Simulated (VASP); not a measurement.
# Pb (I4/mmm) in VASP: a series of runs

The runs below take Pb through single point, with PBEsol.

All numbers are computed with VASP 6.6.1; they aren't measurements. Logs are shortened: lines on timing, memory, paths and dates and some standing lists are left out, and cuts for length are marked.

### Step 1. The cell of the first run

It takes space group I4/mmm (No. 139, tetragonal). The conventional cell has a = 4.032 Å, b = 4.032 Å, c = 3.707 Å, α = 90.00°, β = 90.00°, γ = 90.00°. Within 4.5 Å of Pb (site symmetry 4/mmm) lie 14 Pb at 3.40 to 4.03 Å.

### Step 2. Single point, PBEsol

INCAR

```
PREC = Accurate
ENCUT = 520
EDIFF = 1E-6
ISMEAR = 0
SIGMA = 0.15
LREAL = F
LASPH = T
NELM = 80
ALGO = Fast
ISIF = 2
LWAVE = F
LCHARG = T
GGA = PS
LELF = T
LVHAR = T
NBANDS = 13
```

KPOINTS

```
Automatic mesh
0
Gamma
  18 18 18
```

POSCAR

```
Pb
1.0
    0.0000000000      2.8511758298      1.8532642894
    2.8511758298      0.0000000000      1.8532642894
    2.8511758298      2.8511758298      0.0000000000
Pb
1
Direct
    0.0000000000      0.0000000000      0.0000000000
```

Potentials or basis: VASP PAW PBE potentials, release 64 (Pb_d).

The run is started by

```
$ cat potpaw_PBE.64/Pb_d/POTCAR > POTCAR
$ mpirun -np 1 vasp_std > vasp.out
```

OUTCAR:

```text
PREC = Accurate
   ENCUT = 520
   EDIFF = 1E-6
   ISMEAR = 0
   LREAL = F
   LASPH = T
   NELM = 80
   ISIF = 2
   GGA = PS

 ion  position               nearest neighbor table
   1  0.000  0.000  0.000-

  LATTYP: Found a body centered tetragonal cell.
 ALAT       =     4.0321715272
 C/A-ratio  =     0.9192388156

  Lattice vectors:

 A1 = (   0.0000000000,  -2.8511758298,  -1.8532642894)
 A2 = (   0.0000000000,   2.8511758298,  -1.8532642894)
 A3 = (   2.8511758298,   0.0000000000,   1.8532642894)

Analysis of symmetry for initial positions (statically):
=====================================================================
 Subroutine PRICEL returns:
 Original cell was already a primitive cell.

 Routine SETGRP: Setting up the symmetry group for a
 body centered tetragonal supercell.

 Subroutine GETGRP returns: Found 16 space group operations
 (whereof 16 operations were pure point group operations)
 out of a pool of 16 trial point group operations.

The static configuration has the point symmetry D_4h.

Analysis of symmetry for dynamics (positions and initial velocities):
=====================================================================
 Subroutine PRICEL returns:
 Original cell was already a primitive cell.

 Routine SETGRP: Setting up the symmetry group for a
 body centered tetragonal supercell.

 Subroutine GETGRP returns: Found 16 space group operations
 (whereof 16 operations were pure point group operations)
 out of a pool of 16 trial point group operations.

The dynamic configuration has the point symmetry D_4h.

 Subroutine INISYM returns: Found 16 space group operations
 (whereof 16 operations are pure point group operations),
 and found     1 'primitive' translations

----------------------------------------------------------------------------------------

                                     Primitive cell

  volume of cell :      30.1311

  direct lattice vectors                    reciprocal lattice vectors
     0.000000000  2.851175830  1.853264289    -0.175366245  0.175366245  0.269794224
     2.851175830  0.000000000  1.853264289     0.175366245 -0.175366245  0.269794224
     2.851175830  2.851175830  0.000000000     0.175366245  0.175366245 -0.269794224

  length of vectors
     3.400557622  3.400557622  4.032171527     0.366463590  0.366463590  0.366463590

  position of ions in fractional coordinates (direct lattice)
     0.000000000  0.000000000  0.000000000

  ion indices of the primitive-cell ions
[... 83 lines left out ...]
   TEBEG  =    0.0;   TEEND  =   0.0 temperature during run
   PSTRESS=    0.0 pullay stress
   NELECT =      14.0000    total number of electrons
   NUPDOWN=      -1.0000    fix difference up-down
   EMIN   =  10.00;   EMAX   =-10.00  energy-range for DOS
   EFERMI =   0.00;   METHOD = LEGACY
   ISMEAR =     0;   SIGMA  =   0.15  broadening in eV -4-tet -1-fermi 0-gaus
   EFERMI_NEDOS =   21; number of points for ismear=-14 and -15
   IALGO  =     68    algorithm
   IMIX   =      4    mixing-type and parameters
     AMIX     =   0.40;   BMIX     =  1.00
     AMIX_MAG =   1.60;   BMIX_MAG =  1.00
  volume/ion in A,a.u.               =      30.13       203.33
  Fermi-wavevector in a.u.,A,eV,Ry     =   1.267980  2.396135 21.875082  1.607773
  Thomas-Fermi vector in A             =   2.401099
   LORBIT       =      0    0 simple, 1 ext, 2 COOP (PROOUT), +10 PAW based schemes
   GGA     = PS    functional components
   LHFCALC =     F    Hartree Fock is set to
   AEXX    =    0.0000 exact exchange contribution
   IVDW    =     0    specifies the selected vdW correction
   LEPSILON=     F    determine dielectric tensor
   LRPA    =     F    only Hartree local field effects (RPA)
 non-spin polarized calculation
 RMM-DIIS sequential band-by-band and
 Gauss-broadening in eV      SIGMA  =   0.15
  energy-cutoff  :      520.00
  volume of cell :       30.13
 maximum number of plane-waves:       831
 NGX is ok and might be reduce to    28

 number of electron      13.9999999 magnetization

 Free energy of the ion-electron system (eV)
  ---------------------------------------------------
  ext. energy  EPLUGINS =         0.00000000
  ---------------------------------------------------
  free energy    TOTEN  =        -3.97059282 eV

  energy without entropy =       -3.96455094  energy(sigma->0) =       -3.96757188

 E-fermi :   7.1511     XC(G=0): -10.3733

 val. band max:        7.1490012408   @ k =   0.4444   0.3333   0.1111
 cond. band min:       7.1540733512   @ k =   0.3333  -0.0000   0.2222
 fundamental gap:      0.0050721104
 Fermi energy:         7.1511159003

 k-point     1 :       0.0000    0.0000    0.0000
  band No.  band energies     occupation
      1      -9.9125      2.00000
      2      -9.8543      2.00000
      3      -9.8543      2.00000
      4      -9.6768      2.00000
      5      -9.6077      2.00000
      6      -4.6465      2.00000
      7      14.5418      0.00000
      8      14.5418      0.00000
      9      15.3106      0.00000
     10      18.1834      0.00000
     11      18.1834      0.00000
     12      18.7752      0.00000
     13      19.0590      0.00000
[... 354 lines left out ...]
  band No.  band energies     occupation
      1      -9.9121      2.00000
      2      -9.8293      2.00000
      3      -9.7196      2.00000
      4      -9.6828      2.00000
      5      -9.6353      2.00000
      6      -3.5819      2.00000
      7       9.4888      0.00000
      8      11.9040      0.00000
      9      12.8691      0.00000
     10      16.3428      0.00000
     11      17.2754      0.00000
     12      18.7637      0.00000
     13      21.9524      0.00000

 [... further k-points ...]

------------------------ aborting loop because EDIFF is reached ----------------------------------------

  FORCE on cell =-STRESS in cart. coord.  units (eV):
  Direction    XX          YY          ZZ          XY          YZ          ZX
  --------------------------------------------------------------------------------------
  -------------------------------------------------------------------------------------
  Total        0.0012600      0.0012600     -0.2126546      0.0000000     -0.0000000      0.0000000
  in kB        0.0669961      0.0669961    -11.3075906      0.0000000     -0.0000000      0.0000000
  external PRESSURE =      -3.7245328 kB  Pullay stress =       0.0000000 kB

 VOLUME and BASIS-vectors are now :
 -----------------------------------------------------------------------------
  energy-cutoff  :      520.00
  volume of cell :       30.13
      direct lattice vectors                 reciprocal lattice vectors
     0.000000000  2.851175830  1.853264289    -0.175366245  0.175366245  0.269794224
     2.851175830  0.000000000  1.853264289     0.175366245 -0.175366245  0.269794224
     2.851175830  2.851175830  0.000000000     0.175366245  0.175366245 -0.269794224

 POSITION                                       TOTAL-FORCE (eV/Angst)
 -----------------------------------------------------------------------------------
      0.00000      0.00000      0.00000         0.000000      0.000000      0.000000
 -----------------------------------------------------------------------------------
    total drift:                               -0.000000     -0.000000     -0.000000

  FREE ENERGIE OF THE ION-ELECTRON SYSTEM (eV)
  ---------------------------------------------------
  free  energy   TOTEN  =        -3.9705928236 eV

  energy  without entropy=       -3.9645509446  energy(sigma->0) =       -3.96757188
```

Run time: 4.8 min. Hardware: 1 thread of Intel Xeon Platinum 8375C at 2.90GHz (Ice Lake), shared host; peak memory 0.3 GiB.

What came out:

```
Free energy            : -3.9706 eV
Pressure               : -0.4 GPa
Band gap on the k mesh : zero (bands 7 and 8 overlap by 9.38 eV)
```

Levels at points of the mesh, in eV from the Fermi level:
| k point | band 5 | band 6 | band 7 | band 8 | band 9 | band 10 |
| --- | --- | --- | --- | --- | --- | --- |
| (0.00, 0.00, 0.00) | -16.76 | -11.80 | 7.39 | 7.39 | 8.16 | 11.03 |
| (0.50, 0.00, 0.00) | -16.63 | -7.71 | -4.00 | 3.21 | 4.73 | 7.25 |
| (0.50, 0.50, 0.00) | -16.65 | -5.22 | -0.84 | -0.84 | 0.70 | 4.20 |
| (0.50, 0.00, 0.50) | -16.64 | -8.16 | -4.21 | 4.25 | 6.14 | 8.52 |

Caveat: the PAW data sets were made with another functional, which shifts forces and pressure a little; spin-orbit coupling is left out, which moves the levels of the heavy elements.

### Step 3. Single point, PBEsol

This run uses another cell than the first one, of the same volume but with other edges.

INCAR

```
PREC = Accurate
ENCUT = 520
EDIFF = 1E-7
ISMEAR = 0
SIGMA = 0.15
LREAL = False
LASPH = True
NELM = 80
ALGO = Fast
ISIF = 2
LWAVE = False
LCHARG = False
GGA = PS
NBANDS = 13
```

KPOINTS

```
regular mesh
0
Gamma
  18 18 18
```

POSCAR

```
Pb
1.0
    0.0000000000      2.1575690318      3.2363535477
    2.1575690318      0.0000000000      3.2363535477
    2.1575690318      2.1575690318      0.0000000000
Pb
1
Direct
    0.0000000000      0.0000000000      0.0000000000
```

Potentials or basis: VASP PAW PBE potentials, release 64 (Pb_d).

The run is started by

```
$ cat potpaw_PBE.64/Pb_d/POTCAR > POTCAR
$ mpirun -np 1 vasp_std > vasp.out
```

Run time: 5.3 min. Hardware: 1 thread of Intel Xeon Platinum 8375C at 2.90GHz (Ice Lake), shared host; peak memory 0.29 GiB.

The run converged. Its results:

```yaml
Free_energy: -3.7622 eV
Pressure: 3.5 GPa
Band_gap_on_the_k_mesh: zero (bands 7 and 8 overlap by 6.31 eV)
```

Stress tensor (GPa, compression positive):
```
 7.38  0.00  0.00
 0.00  7.38  0.00
 0.00  0.00 -4.36
```

Levels at points of the mesh, in eV from the Fermi level:
| k point | band 5 | band 6 | band 7 | band 8 | band 9 | band 10 |
| --- | --- | --- | --- | --- | --- | --- |
| (0.00, 0.00, 0.00) | -16.65 | -11.99 | 3.71 | 7.77 | 8.00 | 8.00 |
| (0.50, 0.00, 0.00) | -16.66 | -7.93 | -4.25 | 1.87 | 5.85 | 9.88 |
| (0.50, 0.50, 0.00) | -16.64 | -9.90 | -4.51 | 5.79 | 5.79 | 9.54 |
| (0.50, 0.00, 0.50) | -16.37 | -4.79 | -2.12 | -0.16 | 2.88 | 4.82 |

Caveat: the cell stands under pressure; the PAW data sets were made with another functional, which shifts forces and pressure a little; spin-orbit coupling is left out, which moves the levels of the heavy elements.
